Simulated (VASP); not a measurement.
# Mo3Ru (Fm-3m) in VASP: further runs

The runs below take Mo3Ru through single point, relaxation of cell and atoms, with PBE.

Everything below comes from runs of VASP 6.6.1. Logs are shortened: lines on timing, memory, paths and dates and some standing lists are left out, and cuts for length are marked.

**1. The cell of the first run**

Symmetry: Fm-3m, No. 225, cubic system. The conventional cell has a = 6.267 Å, b = 6.267 Å, c = 6.267 Å, α = 90.00°, β = 90.00°, γ = 90.00°. Mo (site symmetry -43m) has 10 Mo at 2.71 to 3.13 Å and 4 Ru at 2.71 Å within 3.6 Å. Mo (site symmetry m-3m) has 8 Mo at 2.71 Å and 6 Ru at 3.13 Å within 3.6 Å. Ru (site symmetry m-3m) has 14 Mo at 2.71 to 3.13 Å within 3.6 Å.

**2. Single point, PBE, collinear spin, ferromagnetic start**

Input file INCAR:

```
SYSTEM = Mo3Ru
PREC = Accurate ; ENCUT = 520
EDIFF = 1E-6 ; ISMEAR = 0
SIGMA = 0.1 ; LREAL = .FALSE.
LASPH = .TRUE. ; NELM = 150
ALGO = Fast ; ISIF = 2
LWAVE = .FALSE. ; LCHARG = .TRUE.
ISPIN = 2 ; MAGMOM = 1 1 1 1
LORBIT = 11 ; LMAXMIX = 4
GGA = PE ; LELF = .TRUE.
LVHAR = .TRUE. ; NBANDS = 40
```

Input file KPOINTS:

```
Automatic mesh
0
G
  6 6 6
  0 0 0
```

Input file POSCAR:

```
Mo3Ru
1.0
    0.0000000000      3.1334805666      3.1334805666
    3.1334805666      0.0000000000      3.1334805666
    3.1334805666      3.1334805666      0.0000000000
Mo Ru
3 1
Direct
    0.7500000000      0.7500000000      0.7500000000
    0.5000000000      0.5000000000      0.5000000000
    0.2500000000      0.2500000000      0.2500000000
    0.0000000000      0.0000000000      0.0000000000
```

Potentials or basis: VASP PAW PBE potentials, release 64 (Mo_sv, Ru_pv).

Run with:

```sh
$ cat potpaw_PBE.64/Mo_sv/POTCAR potpaw_PBE.64/Ru_pv/POTCAR > POTCAR
$ mpirun -np 1 vasp_std > vasp.out
```

OUTCAR:

```text
SYSTEM = Mo3Ru
   PREC = Accurate
   ENCUT = 520
   EDIFF = 1E-6
   ISMEAR = 0
   LREAL = .FALSE.
   LASPH = .TRUE.
   NELM = 150
   ISIF = 2
   ISPIN = 2
   LORBIT = 11
   GGA = PE

 ion  position               nearest neighbor table
   1  0.750  0.750  0.750-   2 2.71   4 2.71   2 2.71   2 2.71   2 2.71   4 2.71   4 2.71   4 2.71
                             3 3.13   3 3.13   3 3.13   3 3.13   3 3.13   3 3.13
   2  0.500  0.500  0.500-   1 2.71   3 2.71   3 2.71   3 2.71   3 2.71   1 2.71   1 2.71   1 2.71
                             4 3.13   4 3.13   4 3.13   4 3.13   4 3.13   4 3.13
   3  0.250  0.250  0.250-   2 2.71   4 2.71   4 2.71   4 2.71   4 2.71   2 2.71   2 2.71   2 2.71
                             1 3.13   1 3.13   1 3.13   1 3.13   1 3.13   1 3.13
   4  0.000  0.000  0.000-   1 2.71   3 2.71   1 2.71   1 2.71   1 2.71   3 2.71   3 2.71   3 2.71
                             2 3.13   2 3.13   2 3.13   2 3.13   2 3.13   2 3.13

  LATTYP: Found a face centered cubic cell.
 ALAT       =     6.2669611332

  Lattice vectors:

 A1 = (   0.0000000000,   3.1334805666,   3.1334805666)
 A2 = (   3.1334805666,   0.0000000000,   3.1334805666)
 A3 = (   3.1334805666,   3.1334805666,   0.0000000000)

Analysis of symmetry for initial positions (statically):
=====================================================================
 Subroutine PRICEL returns:
 Original cell was already a primitive cell.

 Routine SETGRP: Setting up the symmetry group for a
 face centered cubic supercell.

 Subroutine GETGRP returns: Found 48 space group operations
 (whereof 48 operations were pure point group operations)
 out of a pool of 48 trial point group operations.

The static configuration has the point symmetry O_h .

Analysis of symmetry for dynamics (positions and initial velocities):
=====================================================================
 Subroutine PRICEL returns:
 Original cell was already a primitive cell.

 Routine SETGRP: Setting up the symmetry group for a
 face centered cubic supercell.

 Subroutine GETGRP returns: Found 48 space group operations
 (whereof 48 operations were pure point group operations)
 out of a pool of 48 trial point group operations.

The dynamic configuration has the point symmetry O_h .

Analysis of structural, dynamic, and magnetic symmetry:
=====================================================================
 Subroutine PRICEL returns:
 Original cell was already a primitive cell.

 Routine SETGRP: Setting up the symmetry group for a
 face centered cubic supercell.

 Subroutine GETGRP returns: Found 48 space group operations
 (whereof 48 operations were pure point group operations)
 out of a pool of 48 trial point group operations.

The overall configuration has the point symmetry O_h .

 Subroutine INISYM returns: Found 48 space group operations
 (whereof 48 operations are pure point group operations),
 and found     1 'primitive' translations

----------------------------------------------------------------------------------------

                                     Primitive cell

  volume of cell :      61.5334

  direct lattice vectors                    reciprocal lattice vectors
     0.000000000  3.133480567  3.133480567    -0.159566970  0.159566970  0.159566970
     3.133480567  0.000000000  3.133480567     0.159566970 -0.159566970  0.159566970
     3.133480567  3.133480567  0.000000000     0.159566970  0.159566970 -0.159566970

  length of vectors
     4.431410715  4.431410715  4.431410715     0.276378099  0.276378099  0.276378099

  position of ions in fractional coordinates (direct lattice)
     0.750000000  0.750000000  0.750000000
     0.500000000  0.500000000  0.500000000
     0.250000000  0.250000000  0.250000000
     0.000000000  0.000000000  0.000000000

  ion indices of the primitive-cell ions
   primitive index   ion index
                 1           1
                 2           2
                 3           3
                 4           4

----------------------------------------------------------------------------------------

 KPOINTS: Automatic mesh

Automatic generation of k-mesh.
 Grid dimensions read from file:
 generate k-points for:    6    6    6
[... 23 lines left out ...]
  0.333333  0.000000  0.000000      8.000000
  0.500000  0.000000  0.000000      4.000000
  0.166667  0.166667  0.000000      6.000000
  0.333333  0.166667  0.000000     24.000000
[... 8 lines left out ...]
 -0.333333  0.333333  0.166667     24.000000
 -0.333333  0.500000  0.166667     12.000000
   k-points           NKPTS =     16   k-points in BZ     NKDIM =     16   number of bands    NBANDS=     40
   number of dos      NEDOS =    301   number of ions     NIONS =      4
   total plane-waves  NPLWV =  46656
   dimension x,y,z NGX =    36 NGY =   36 NGZ =   36
   dimension x,y,z NGXF=    72 NGYF=   72 NGZF=   72
   ions per type =               3   1
   NGX,Y,Z   is equivalent  to a cutoff of  13.51, 13.51, 13.51 a.u.
   NGXF,Y,Z  is equivalent  to a cutoff of  27.01, 27.01, 27.01 a.u.
 SYSTEM =  Mo3Ru
   PREC   = accura    normal or accurate (medium, high low for compatibility)
   ISTART =      0    job   : 0-new  1-cont  2-samecut
   ICHARG =      2    charge: 1-file 2-atom 10-const
   ISPIN  =      2    spin polarized calculation?
   LNONCOLLINEAR =      F non collinear calculations
   LSORBIT =      F    spin-orbit coupling
   LASPH  =      T    aspherical Exc in radial PAW
   ENCUT  =  520.0 eV  38.22 Ry    6.18 a.u.   8.24  8.24  8.24*2*pi/ulx,y,z
   NELM   =    150;   NELMIN=  2; NELMDL= -5     # of ELM steps
   EDIFF  = 0.1E-05   stopping-criterion for ELM
   LREAL  =      F    real-space projection
   EDIFFG = 0.1E-04   stopping-criterion for IOM
   NSW    =      0    number of steps for IOM
   IBRION =     -1    ionic relax: 0-MD 1-quasi-New 2-CG
   NFREE  =      0    steps in history (QN), initial steepest desc. (CG)
   ISIF   =      2    stress and relaxation
   ISYM   =      2    0-nonsym 1-usesym 2-fastsym
   POTIM  = 0.5000    time-step for ionic-motion
   TEBEG  =    0.0;   TEEND  =   0.0 temperature during run
   PSTRESS=    0.0 pullay stress
   NELECT =      56.0000    total number of electrons
   NUPDOWN=      -1.0000    fix difference up-down
   EMIN   =  10.00;   EMAX   =-10.00  energy-range for DOS
   EFERMI =   0.00;   METHOD = LEGACY
   ISMEAR =     0;   SIGMA  =   0.10  broadening in eV -4-tet -1-fermi 0-gaus
   EFERMI_NEDOS =   21; number of points for ismear=-14 and -15
   IALGO  =     68    algorithm
   IMIX   =      4    mixing-type and parameters
     AMIX     =   0.40;   BMIX     =  1.00
     AMIX_MAG =   1.60;   BMIX_MAG =  1.00
  volume/ion in A,a.u.               =      15.38       103.81
  Fermi-wavevector in a.u.,A,eV,Ry     =   1.586477  2.998007 34.244638  2.516910
  Thomas-Fermi vector in A             =   2.685782
   LORBIT       =     11    0 simple, 1 ext, 2 COOP (PROOUT), +10 PAW based schemes
   GGA     = PE    functional components
   LHFCALC =     F    Hartree Fock is set to
   AEXX    =    0.0000 exact exchange contribution
   IVDW    =     0    specifies the selected vdW correction
   LEPSILON=     F    determine dielectric tensor
   LRPA    =     F    only Hartree local field effects (RPA)
 spin polarized calculation
 RMM-DIIS sequential band-by-band and
 Gauss-broadening in eV      SIGMA  =   0.10
  energy-cutoff  :      520.00
  volume of cell :       61.53
 maximum number of plane-waves:      1676
 NGX is ok and might be reduce to    36
   NGX = 17   NGY = 17   NGZ = 17

 number of electron      55.9999998 magnetization      -0.0025873

 number of electron      55.9999998 magnetization       0.0002303

 Free energy of the ion-electron system (eV)
  ---------------------------------------------------
  ext. energy  EPLUGINS =         0.00000000
  ---------------------------------------------------
  free energy    TOTEN  =       -41.35959891 eV

  energy without entropy =      -41.33482535  energy(sigma->0) =      -41.34721213

 E-fermi :  12.5205     XC(G=0): -13.4543

 val. band max:       12.4955790616   @ k =  -0.3333   0.3333   0.0000
 cond. band min:      12.5326169029   @ k =   0.3333   0.1667   0.0000
 fundamental gap:      0.0370378412
 Fermi energy:        12.5205480217

 spin component 1

 k-point     1 :       0.0000    0.0000    0.0000
  band No.  band energies     occupation
      1     -48.8610      1.00000
      2     -48.7250      1.00000
      3     -48.3920      1.00000
      4     -30.6711      1.00000
      5     -30.6711      1.00000
      6     -30.6711      1.00000
[... 677 lines left out ...]
     39      16.0693      0.00000
     40      24.3401      0.00000
 Fermi energy:        12.5205480217

 spin component 2

 k-point     1 :       0.0000    0.0000    0.0000
  band No.  band energies     occupation
      1     -48.8609      1.00000
      2     -48.7250      1.00000
      3     -48.3921      1.00000
      4     -30.6710      1.00000
      5     -30.6710      1.00000
      6     -30.6710      1.00000
[... 677 lines left out ...]
     39      16.0693      0.00000
     40      24.3433      0.00000

------------------------ aborting loop because EDIFF is reached ----------------------------------------

  FORCE on cell =-STRESS in cart. coord.  units (eV):
  Direction    XX          YY          ZZ          XY          YZ          ZX
  --------------------------------------------------------------------------------------
  -------------------------------------------------------------------------------------
  Total        0.1248965      0.1248965      0.1248965      0.0000000      0.0000000      0.0000000
  in kB        3.2519939      3.2519939      3.2519939      0.0000000      0.0000000      0.0000000
  external PRESSURE =       3.2519939 kB  Pullay stress =       0.0000000 kB

 VOLUME and BASIS-vectors are now :
 -----------------------------------------------------------------------------
  energy-cutoff  :      520.00
  volume of cell :       61.53
      direct lattice vectors                 reciprocal lattice vectors
     0.000000000  3.133480567  3.133480567    -0.159566970  0.159566970  0.159566970
     3.133480567  0.000000000  3.133480567     0.159566970 -0.159566970  0.159566970
     3.133480567  3.133480567  0.000000000     0.159566970  0.159566970 -0.159566970

 POSITION                                       TOTAL-FORCE (eV/Angst)
 -----------------------------------------------------------------------------------
      4.70022      4.70022      4.70022         0.000000     -0.000000      0.000000
      3.13348      3.13348      3.13348        -0.000000     -0.000000     -0.000000
      1.56674      1.56674      1.56674        -0.000000      0.000000     -0.000000
      0.00000      0.00000      0.00000        -0.000000     -0.000000     -0.000000
 -----------------------------------------------------------------------------------
    total drift:                                0.000000      0.000000      0.000000

  FREE ENERGIE OF THE ION-ELECTRON SYSTEM (eV)
  ---------------------------------------------------
  free  energy   TOTEN  =       -41.3595989066 eV

  energy  without entropy=      -41.3348253508  energy(sigma->0) =      -41.34721213

 total charge

# of ion       s       p       d       tot
------------------------------------------
    1        2.373   6.204   3.842  12.419
    2        2.387   6.186   3.970  12.542
    3        2.373   6.204   3.842  12.419
    4        0.401   6.302   5.922  12.625
--------------------------------------------------
tot          7.533  24.896  17.576  50.005

 magnetization (x)

# of ion       s       p       d       tot
------------------------------------------
    1       -0.000   0.000   0.000   0.000
    2       -0.000  -0.000  -0.000  -0.000
    3       -0.000   0.000   0.000   0.000
    4        0.000   0.000   0.000   0.000
--------------------------------------------------
tot          0.000   0.000   0.000   0.000
```

It took 49 s on 1 thread of Intel Xeon 6975P-C (Granite Rapids), shared host; peak memory 0.27 GiB.

Results:

| Item | Value |
| --- | --- |
| Free energy | -41.3596 eV |
| Pressure | 0.3 GPa |
| Band gap on the k mesh | zero (filled and empty bands overlap) |
| Net moment | 0.00 μB per cell |
| Valence electrons inside the program's atomic spheres | Mo 12.42, 12.54 (each value once); Ru 12.62 |

(Part 1 of 2 ends here.)
